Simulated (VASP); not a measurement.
# Hf3SnS8 (P-3m1) in VASP: notebook, part 2 of 2

VASP 6.6.1.

### 4 Single point, PBE

The input, INCAR:

```
PREC = Accurate ; ENCUT = 520
EDIFF = 1E-7 ; ISMEAR = 0
SIGMA = 0.02 ; LREAL = F
LASPH = T ; NELM = 80
ALGO = Normal ; ISIF = 2
LWAVE = F ; LCHARG = F
GGA = PE ; NBANDS = 58
```

The input, KPOINTS:

```
regular mesh
0
Gamma
  12 12 1
```

The input, POSCAR:

```
Hf3SnS8
1.0
    3.6639390778     -0.0000000289      0.0000000000
   -1.8319695139      3.1730643337      0.0000000000
    0.0000000000      0.0000000000     27.4723053000
Hf Sn S
3 1 8
Direct
    0.0000000000      0.0000000000      0.2516920000
    0.0000000000      0.0000000000      0.5000000000
    0.0000000000      0.0000000000      0.7483080000
    0.0000000000      0.0000000000      0.0000000000
    0.3333333333      0.6666666667      0.0542800000
    0.3333333333      0.6666666667      0.3041410000
    0.3333333333      0.6666666667      0.5524490000
    0.3333333333      0.6666666667      0.8007600000
    0.6666666667      0.3333333333      0.1992400000
    0.6666666667      0.3333333333      0.4475510000
    0.6666666667      0.3333333333      0.6958590000
    0.6666666667      0.3333333333      0.9457200000
```

Potentials or basis: VASP PAW PBE potentials, release 64 (Hf_pv, Sn_d, S).

Command:

```sh
> cat potpaw_PBE.64/Hf_pv/POTCAR potpaw_PBE.64/Sn_d/POTCAR potpaw_PBE.64/S/POTCAR > POTCAR
> mpirun -np 1 vasp_std > vasp.out
```

OUTCAR:

```text
PREC = Accurate
   ENCUT = 520
   EDIFF = 1E-7
   ISMEAR = 0
   LREAL = F
   LASPH = T
   NELM = 80
   ISIF = 2
   GGA = PE

 ion  position               nearest neighbor table
   1  0.000  0.000  0.252-   6 2.56   6 2.56   6 2.56   9 2.56   9 2.56   9 2.56
   2  0.000  0.000  0.500-   7 2.56  10 2.56   7 2.56  10 2.56  10 2.56   7 2.56
   3  0.000  0.000  0.748-  11 2.56  11 2.56  11 2.56   8 2.56   8 2.56   8 2.56
   4  0.000  0.000  0.000-   5 2.59  12 2.59   5 2.59  12 2.59  12 2.59   5 2.59
   5  0.333  0.667  0.054-   4 2.59   4 2.59   4 2.59
   6  0.333  0.667  0.304-   1 2.56   1 2.56   1 2.56
   7  0.333  0.667  0.552-   2 2.56   2 2.56   2 2.56
   8  0.333  0.667  0.801-   3 2.56   3 2.56   3 2.56
   9  0.667  0.333  0.199-   1 2.56   1 2.56   1 2.56
  10  0.667  0.333  0.448-   2 2.56   2 2.56   2 2.56
  11  0.667  0.333  0.696-   3 2.56   3 2.56   3 2.56
  12  0.667  0.333  0.946-   4 2.59   4 2.59   4 2.59

  LATTYP: Found a hexagonal cell.
 ALAT       =     3.6639390778
 C/A-ratio  =     7.4980245896

  Lattice vectors:

 A1 = (   3.6639390778,  -0.0000000289,   0.0000000000)
 A2 = (  -1.8319695139,   3.1730643337,   0.0000000000)
 A3 = (   0.0000000000,   0.0000000000,  27.4723053000)

Analysis of symmetry for initial positions (statically):
=====================================================================
 Subroutine PRICEL returns:
 Original cell was already a primitive cell.

 Routine SETGRP: Setting up the symmetry group for a
 hexagonal supercell.

 Subroutine GETGRP returns: Found 12 space group operations
 (whereof 12 operations were pure point group operations)
 out of a pool of 24 trial point group operations.

The static configuration has the point symmetry D_3d.

Analysis of symmetry for dynamics (positions and initial velocities):
=====================================================================
 Subroutine PRICEL returns:
 Original cell was already a primitive cell.

 Routine SETGRP: Setting up the symmetry group for a
 hexagonal supercell.

 Subroutine GETGRP returns: Found 12 space group operations
 (whereof 12 operations were pure point group operations)
 out of a pool of 24 trial point group operations.

The dynamic configuration has the point symmetry D_3d.

 Subroutine INISYM returns: Found 12 space group operations
 (whereof 12 operations are pure point group operations),
 and found     1 'primitive' translations

----------------------------------------------------------------------------------------

                                     Primitive cell

  volume of cell :     319.3907

  direct lattice vectors                    reciprocal lattice vectors
     3.663939078 -0.000000029  0.000000000     0.272930304  0.157576381  0.000000000
    -1.831969514  3.173064334  0.000000000     0.000000002  0.315152767  0.000000000
     0.000000000  0.000000000 27.472305300     0.000000000  0.000000000  0.036400294

  length of vectors
     3.663939078  3.663939078 27.472305300     0.315152767  0.315152767  0.036400294

  position of ions in fractional coordinates (direct lattice)
     0.000000000  0.000000000  0.251692000
     0.000000000  0.000000000  0.500000000
[... 74 lines left out ...]
   number of dos      NEDOS =    301   number of ions     NIONS =     12
   total plane-waves  NPLWV = 164640
   dimension x,y,z NGX =    28 NGY =   28 NGZ =  210
   dimension x,y,z NGXF=    56 NGYF=   56 NGZF=  420
   ions per type =               3   1   8
   NGX,Y,Z   is equivalent  to a cutoff of  12.70, 12.70, 12.71 a.u.
   NGXF,Y,Z  is equivalent  to a cutoff of  25.41, 25.41, 25.42 a.u.
 SYSTEM =  unknown system
   PREC   = accura    normal or accurate (medium, high low for compatibility)
   ISTART =      0    job   : 0-new  1-cont  2-samecut
   ICHARG =      2    charge: 1-file 2-atom 10-const
   ISPIN  =      1    spin polarized calculation?
   LNONCOLLINEAR =      F non collinear calculations
   LSORBIT =      F    spin-orbit coupling
   LASPH  =      T    aspherical Exc in radial PAW
   ENCUT  =  520.0 eV  38.22 Ry    6.18 a.u.   6.81  6.81 51.08*2*pi/ulx,y,z
   NELM   =     80;   NELMIN=  2; NELMDL= -5     # of ELM steps
   EDIFF  = 0.1E-06   stopping-criterion for ELM
   LREAL  =      F    real-space projection
   EDIFFG = 0.1E-05   stopping-criterion for IOM
   NSW    =      0    number of steps for IOM
   IBRION =     -1    ionic relax: 0-MD 1-quasi-New 2-CG
   NFREE  =      0    steps in history (QN), initial steepest desc. (CG)
   ISIF   =      2    stress and relaxation
   ISYM   =      2    0-nonsym 1-usesym 2-fastsym
   POTIM  = 0.5000    time-step for ionic-motion
   TEBEG  =    0.0;   TEEND  =   0.0 temperature during run
   PSTRESS=    0.0 pullay stress
   NELECT =      92.0000    total number of electrons
   NUPDOWN=      -1.0000    fix difference up-down
   EMIN   =  10.00;   EMAX   =-10.00  energy-range for DOS
   EFERMI =   0.00;   METHOD = LEGACY
   ISMEAR =     0;   SIGMA  =   0.02  broadening in eV -4-tet -1-fermi 0-gaus
   EFERMI_NEDOS =   21; number of points for ismear=-14 and -15
   IALGO  =     38    algorithm
   IMIX   =      4    mixing-type and parameters
     AMIX     =   0.40;   BMIX     =  1.00
     AMIX_MAG =   1.60;   BMIX_MAG =  1.00
  volume/ion in A,a.u.               =      26.62       179.61
  Fermi-wavevector in a.u.,A,eV,Ry     =   1.081177  2.043128 15.904437  1.168943
  Thomas-Fermi vector in A             =   2.217187
   LORBIT       =      0    0 simple, 1 ext, 2 COOP (PROOUT), +10 PAW based schemes
   GGA     = PE    functional components
   LHFCALC =     F    Hartree Fock is set to
   AEXX    =    0.0000 exact exchange contribution
   IVDW    =     0    specifies the selected vdW correction
   LEPSILON=     F    determine dielectric tensor
   LRPA    =     F    only Hartree local field effects (RPA)
 non-spin polarized calculation
 Gauss-broadening in eV      SIGMA  =   0.02
  energy-cutoff  :      520.00
  volume of cell :      319.39
 maximum number of plane-waves:      8650
 NGX is ok and might be reduce to    28
   NGX = 13   NGY = 13   NGZ =103

 number of electron      92.0000006 magnetization

 Free energy of the ion-electron system (eV)
  ---------------------------------------------------
  ext. energy  EPLUGINS =         0.00000000
  ---------------------------------------------------
  free energy    TOTEN  =       -82.00761237 eV

  energy without entropy =      -82.00761237  energy(sigma->0) =      -82.00761237

 E-fermi :   2.1554     XC(G=0):  -8.5935

 val. band max:        1.9922522132   @ k =   0.0000   0.0000   0.0000
 cond. band min:       3.2132444154   @ k =   0.5000   0.0000   0.0000
 fundamental gap:      1.2209922022
 Fermi energy:         2.1553648049

 k-point     1 :       0.0000    0.0000    0.0000
  band No.  band energies     occupation
      1     -28.6921      2.00000
      2     -28.6921      2.00000
      3     -28.6918      2.00000
      4     -28.5843      2.00000
      5     -28.5843      2.00000
      6     -28.5843      2.00000
[... 1148 lines left out ...]
     57       7.6403      0.00000
     58       7.6430      0.00000

------------------------ aborting loop because EDIFF is reached ----------------------------------------

  FORCE on cell =-STRESS in cart. coord.  units (eV):
  Direction    XX          YY          ZZ          XY          YZ          ZX
  --------------------------------------------------------------------------------------
  -------------------------------------------------------------------------------------
  Total       -0.8514610     -0.8514610     -0.6398018      0.0000000      0.0000000      0.0000000
  in kB       -4.2712318     -4.2712318     -3.2094737      0.0000000      0.0000000      0.0000000
  external PRESSURE =      -3.9173124 kB  Pullay stress =       0.0000000 kB

 VOLUME and BASIS-vectors are now :
 -----------------------------------------------------------------------------
  energy-cutoff  :      520.00
  volume of cell :      319.39
      direct lattice vectors                 reciprocal lattice vectors
     3.663939078 -0.000000029  0.000000000     0.272930304  0.157576381  0.000000000
    -1.831969514  3.173064334  0.000000000     0.000000002  0.315152767  0.000000000
     0.000000000  0.000000000 27.472305300     0.000000000  0.000000000  0.036400294

 POSITION                                       TOTAL-FORCE (eV/Angst)
 -----------------------------------------------------------------------------------
      0.00000      0.00000      6.91456        -0.000000      0.000000     -0.000053
      0.00000      0.00000     13.73615        -0.000000      0.000000     -0.000000
      0.00000      0.00000     20.55775        -0.000000      0.000000      0.000053
      0.00000      0.00000      0.00000        -0.000000      0.000000     -0.000000
      0.00000      2.11538      1.49120         0.000000      0.000000     -0.004499
      0.00000      2.11538      8.35545         0.000000      0.000000     -0.065297
      0.00000      2.11538     15.17705        -0.000000     -0.000000     -0.064840
      0.00000      2.11538     21.99872         0.000000     -0.000000     -0.065365
      1.83197      1.05769      5.47358        -0.000000      0.000000      0.065365
      1.83197      1.05769     12.29526         0.000000     -0.000000      0.064840
      1.83197      1.05769     19.11685         0.000000     -0.000000      0.065297
      1.83197      1.05769     25.98111        -0.000000      0.000000      0.004499
 -----------------------------------------------------------------------------------
    total drift:                               -0.000000     -0.000000      0.000000

  FREE ENERGIE OF THE ION-ELECTRON SYSTEM (eV)
  ---------------------------------------------------
  free  energy   TOTEN  =       -82.0076123719 eV

  energy  without entropy=      -82.0076123719  energy(sigma->0) =      -82.00761237
```

It took 12 min on 1 thread of Intel Xeon 6975P-C, shared host; peak memory 0.59 GiB.

What came out:

| Quantity | Value |
| --- | --- |
| Free energy | -82.0076 eV |
| Pressure | -0.4 GPa |
| Largest force | 0.065 eV/Å |
| Band gap on the k mesh | 1.22 eV, indirect (least direct gap 1.79 eV) |

Forces in eV/Å, atoms in the order of the input:
```
Hf   0.000  0.000  0.000
Hf   0.000  0.000  0.000
Hf   0.000  0.000  0.000
Sn   0.000  0.000  0.000
S    0.000  0.000 -0.004
S    0.000  0.000 -0.065
S    0.000  0.000 -0.065
S    0.000  0.000 -0.065
S    0.000  0.000  0.065
S    0.000  0.000  0.065
S    0.000  0.000  0.065
S    0.000  0.000  0.004
```

Stress tensor (GPa, compression positive):
```
-0.43  0.00  0.00
 0.00 -0.43  0.00
 0.00  0.00 -0.32
```

Levels at points of the mesh, in eV from the valence-band top:
```csv
k point,band 43,band 44,band 45,band 46,band 47,band 48,band 49,band 50
"(0.00, 0.00, 0.00)",-0.01,-0.01,0.00,0.00,2.09,2.09,2.09,2.09
"(0.50, 0.00, 0.00)",-1.05,-1.03,-0.84,-0.57,1.22,1.34,1.35,1.40
```

Caveat: spin-orbit coupling is left out, which moves the levels of the heavy elements; this functional lacks dispersion, which binds the layers, so the pressure and a relaxed spacing across them are unreliable. A k mesh can miss the band edges.
